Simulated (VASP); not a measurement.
# Rh (P6_3/mmc) in VASP: notebook, part 3 of 3

VASP 6.6.1. Earlier steps stand in the parts before.

## (5) Single point, PBEsol (uniaxial strain along c: +2.0 %)

Input file INCAR:

```
SYSTEM = Rh
ALGO = Fast ; EDIFF = 1E-7
ENCUT = 520 ; GGA = PS
ISIF = 2 ; ISMEAR = 0
LASPH = .TRUE. ; LCHARG = .FALSE.
LREAL = .FALSE. ; LWAVE = .FALSE.
NBANDS = 22 ; NELM = 100
PREC = Accurate ; SIGMA = 0.1
```

Input file KPOINTS:

```
k-points
0
G
  24 24 12
  0 0 0
```

Input file POSCAR:

```
Rh
1.0
    2.6752924046      0.0000000000      0.0000000000
   -1.3376462023      2.3168711849      0.0000000000
    0.0000000000      0.0000000000      4.4156006486
Rh
2
Direct
    0.6666666667      0.3333333333      0.7500000000
    0.3333333333      0.6666666667      0.2500000000
```

Potentials or basis: VASP PAW PBE potentials, release 64 (Rh_pv).

Run with:

```sh
> cat potpaw_PBE.64/Rh_pv/POTCAR > POTCAR
> mpirun -np 1 vasp_std > vasp.out
```

OUTCAR:

```text
SYSTEM = Rh
   EDIFF = 1E-7
   ENCUT = 520
   GGA = PS
   ISIF = 2
   ISMEAR = 0
   LASPH = .TRUE.
   LREAL = .FALSE.
   NELM = 100
   PREC = Accurate

 ion  position               nearest neighbor table
   1  0.667  0.333  0.750-   2 2.69   2 2.69   2 2.69   2 2.69   2 2.69   2 2.69
   2  0.333  0.667  0.250-   1 2.69   1 2.69   1 2.69   1 2.69   1 2.69   1 2.69

  LATTYP: Found a hexagonal cell.
 ALAT       =     2.6752924046
 C/A-ratio  =     1.6505114136

  Lattice vectors:

 A1 = (   2.6752924046,   0.0000000000,   0.0000000000)
 A2 = (  -1.3376462023,   2.3168711849,   0.0000000000)
 A3 = (   0.0000000000,   0.0000000000,   4.4156006486)

Analysis of symmetry for initial positions (statically):
=====================================================================
 Subroutine PRICEL returns:
 Original cell was already a primitive cell.

 Routine SETGRP: Setting up the symmetry group for a
 hexagonal supercell.

 Subroutine GETGRP returns: Found 24 space group operations
 (whereof 12 operations were pure point group operations)
 out of a pool of 24 trial point group operations.

The static configuration has the point symmetry D_3d.
 The point group associated with its full space group is D_6h.
[... 161 lines left out ...]

  energy without entropy =      -16.17845532  energy(sigma->0) =      -16.18604448

 E-fermi :  11.9288     XC(G=0): -14.2466

 val. band max:       11.9265704732   @ k =   0.0833   0.0833   0.5000
 cond. band min:      11.9350842529   @ k =   0.0417   0.0417   0.4167
 fundamental gap:      0.0085137797
 Fermi energy:        11.9287729997

 k-point     1 :       0.0000    0.0000    0.0000
  band No.  band energies     occupation
      1     -35.2219      2.00000
      2     -34.5749      2.00000
      3     -34.5749      2.00000
      4     -34.4931      2.00000
      5     -34.4774      2.00000
      6     -34.4774      2.00000
[... 589 lines left out ...]
     21      25.0044      0.00000
     22      26.1527      0.00000

 [... further k-points ...]

------------------------ aborting loop because EDIFF is reached ----------------------------------------

  FORCE on cell =-STRESS in cart. coord.  units (eV):
  Direction    XX          YY          ZZ          XY          YZ          ZX
  --------------------------------------------------------------------------------------
  -------------------------------------------------------------------------------------
  Total       -0.1191318     -0.1191318     -1.2103828      0.0000000     -0.0000000      0.0000000
  in kB       -6.9738930     -6.9738930    -70.8549806      0.0000000     -0.0000000      0.0000000
  external PRESSURE =     -28.2675889 kB  Pullay stress =       0.0000000 kB

 VOLUME and BASIS-vectors are now :
 -----------------------------------------------------------------------------
  energy-cutoff  :      520.00
  volume of cell :       27.37
      direct lattice vectors                 reciprocal lattice vectors
     2.675292405  0.000000000  0.000000000     0.373790917  0.215808286  0.000000000
    -1.337646202  2.316871185  0.000000000     0.000000000  0.431616573  0.000000000
     0.000000000  0.000000000  4.415600649     0.000000000  0.000000000  0.226469756

 POSITION                                       TOTAL-FORCE (eV/Angst)
 -----------------------------------------------------------------------------------
      1.33765      0.77229      3.31170         0.000000      0.000000      0.000000
     -0.00000      1.54458      1.10390        -0.000000      0.000000      0.000000
 -----------------------------------------------------------------------------------
    total drift:                               -0.000000      0.000000     -0.000000

  FREE ENERGIE OF THE ION-ELECTRON SYSTEM (eV)
  ---------------------------------------------------
  free  energy   TOTEN  =       -16.1936336434 eV

  energy  without entropy=      -16.1784553165  energy(sigma->0) =      -16.18604448
```

OSZICAR:

```text
N       E                     dE             d eps       ncg     rms          rms(c)
DAV:   1     0.325799552968E+03    0.32580E+03   -0.19037E+04 18820   0.159E+03
DAV:   2    -0.102533409132E+02   -0.33605E+03   -0.32402E+03 19502   0.475E+02
DAV:   3    -0.173835003751E+02   -0.71302E+01   -0.70898E+01 22118   0.779E+01
DAV:   4    -0.174300353755E+02   -0.46535E-01   -0.46530E-01 21014   0.634E+00
DAV:   5    -0.174307515990E+02   -0.71622E-03   -0.71622E-03 22082   0.814E-01    0.159E+01
RMM:   6    -0.162399987842E+02    0.11908E+01   -0.26647E+00 19376   0.138E+01    0.516E+00
RMM:   7    -0.162020213802E+02    0.37977E-01   -0.12860E-01 19920   0.286E+00    0.215E+00
RMM:   8    -0.161951912682E+02    0.68301E-02   -0.28283E-02 20628   0.167E+00    0.526E-01
RMM:   9    -0.161936047966E+02    0.15865E-02   -0.37158E-03 22143   0.572E-01    0.236E-02
RMM:  10    -0.161936325583E+02   -0.27762E-04   -0.35652E-04 22185   0.196E-01    0.170E-02
RMM:  11    -0.161936339035E+02   -0.13452E-05   -0.37655E-05 23028   0.671E-02    0.697E-03
RMM:  12    -0.161936330707E+02    0.83282E-06   -0.86102E-06 23120   0.309E-02    0.212E-03
RMM:  13    -0.161936335573E+02   -0.48660E-06   -0.25363E-06 24142   0.159E-02    0.103E-03
RMM:  14    -0.161936338204E+02   -0.26304E-06   -0.47400E-07 18971   0.754E-03    0.134E-03
RMM:  15    -0.161936336621E+02    0.15826E-06   -0.23217E-07 13381   0.532E-03    0.222E-04
RMM:  16    -0.161936336434E+02    0.18712E-07   -0.54430E-08 12219   0.237E-03
   1 F= -.16193634E+02 E0= -.16186044E+02  d E =-.151783E-01
```

stdout:

```text
POSCAR found type information on POSCAR Rh
 POSCAR found :  1 types and       2 ions
 scaLAPACK will be used
 -----------------------------------------------------------------------------
|                                                                             |
|                                                                             |
|     You enforced a specific xc type in the INCAR file but a different       |
|     I HOPE YOU KNOW WHAT YOU ARE DOING!                                     |
|                                                                             |
 -----------------------------------------------------------------------------

 LDA part: xc-table for (Slater+PW92), standard interpolation
 POSCAR, INCAR and KPOINTS ok, starting setup
 FFT: planning ... GRIDC
 FFT: planning ... GRID_SOFT
 FFT: planning ... GRID
 WAVECAR not read
 entering main loop
```

Run time: 4.4 min. Hardware: 1 thread of Intel Xeon Platinum 8259CL at 2.50GHz (Skylake/Cascade Lake), shared host; peak memory 0.3 GiB.

What came out:

```yaml
Free_energy: -16.1936 eV
Pressure: -2.8 GPa
Band_gap_on_the_k_mesh: zero (bands 15 and 16 overlap by 2.53 eV)
```

Stress tensor (GPa, compression positive):
```
-0.70  0.00  0.00
 0.00 -0.70  0.00
 0.00  0.00 -7.09
```

Levels at points of the mesh, in eV from the Fermi level:
| k point | band 13 | band 14 | band 15 | band 16 | band 17 | band 18 |
| --- | --- | --- | --- | --- | --- | --- |
| (0.00, 0.00, 0.00) | -2.57 | -1.78 | -1.78 | 0.16 | 0.16 | 0.44 |
| (0.50, 0.00, 0.00) | -2.14 | 0.54 | 0.59 | 0.82 | 3.07 | 5.20 |
| (0.00, 0.00, 0.50) | -3.13 | -3.13 | -0.43 | -0.43 | -0.43 | -0.43 |
| (0.50, 0.00, 0.50) | -0.32 | -0.32 | 0.71 | 0.71 | 2.65 | 2.65 |

Caveat: the cell differs from its parent crystal (uniaxial strain along c: +2.0 %); the PAW data sets were made with another functional, which shifts forces and pressure a little.

## (6) Overview

| cell | further INCAR settings | gap on the mesh (eV) | pressure (GPa) |
| --- | --- | --- | --- |
| a = 2.850, b = 2.850, c = 4.128 Å, angles 90.0, 90.0, 120.0°, 2 atoms | ALGO = Fast; EDIFF = 1e-06; NBANDS = 22 | none | -13.7 |
| a = 2.850, b = 2.850, c = 4.173 Å, angles 90.0, 90.0, 120.0°, 2 atoms | ALGO = Fast; EDIFF = 1e-06; NBANDS = 22 | none | -16.5 |
| a = 2.673, b = 2.673, c = 4.416 Å, angles 90.0, 90.0, 120.0°, 2 atoms | ALGO = Fast; EDIFF = 1e-06; NBANDS = 22 | none | -2.2 |
| a = 2.675, b = 2.675, c = 4.416 Å, angles 90.0, 90.0, 120.0°, 2 atoms | ALGO = Fast; EDIFF = 1e-07; NBANDS = 22 | none | -2.8 |

Alike in all rows: task single point; level PBEsol; potentials or basis VASP PAW PBE potentials, release 64 (Rh_pv); no spin polarisation; k mesh 24 × 24 × 12; cutoff (eV) 520; smearing gaussian 0.1 eV.

Caveats: the PAW data sets were made with another functional, which shifts forces and pressure a little; the cell stands under tension (at least some runs).

Absolute energies hang on the potentials; compare differences alone.
